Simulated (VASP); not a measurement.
Input of a VASP 6.6.1 run:

File INCAR:

```
PREC     = Accurate       # precision mode
ENCUT    = 520            # plane-wave cutoff, eV
EDIFF    = 1E-6           # SCF threshold, eV
ISMEAR   = 0              # smearing method
SIGMA    = 0.15           # smearing width, eV
LREAL    = F              # projectors in reciprocal space
LASPH    = T              # aspherical terms in the spheres
NELM     = 60             # most SCF steps
ALGO     = Normal         # electronic algorithm
ISIF     = 2              # what is computed and relaxed
LWAVE    = F              # write WAVECAR
LCHARG   = F              # write CHGCAR
GGA      = PE             # functional
NBANDS   = 26             # bands
```

Contents of KPOINTS:

```
regular mesh
0
Gamma
  12 12 6
```

POSCAR

```
CdInS2
1.0
    4.0863836495      0.0000000000      0.0000000000
   -2.0431918247      3.5389120501      0.0000000000
    0.0000000000      0.0000000000      6.1115953862
Cd In S
1 1 2
Direct
    0.0000000000      0.0000000000      0.0000000000
    0.0000000000      0.0000000000      0.5000000000
    0.6666666667      0.3333333333      0.7578554487
    0.3333333333      0.6666666667      0.2421445513
```

Potentials or basis: VASP PAW PBE potentials, release 64 (Cd, In_d, S).

The run is started by

```sh
$ cat potpaw_PBE.64/Cd/POTCAR potpaw_PBE.64/In_d/POTCAR potpaw_PBE.64/S/POTCAR > POTCAR
$ mpirun -np 1 vasp_std > vasp.out
```

Question: Predict the band gap on the k mesh.

Answer: Zero (an odd number of electrons rules out a gap without spin polarisation).

Question: Estimate the pressure.

Answer: 1.9 GPa.

Question: Predict the largest force.

Answer: 0.139 eV/Å.

Forces in eV/Å, atoms in the order of the input:
```
Cd   0.000  0.000  0.000
In   0.000  0.000  0.000
S    0.000  0.000  0.139
S    0.000  0.000 -0.139
```

Caveat: the stress differs along the axes, from -2 to 9 GPa; spin-orbit coupling is left out, which moves the levels of the heavy elements.
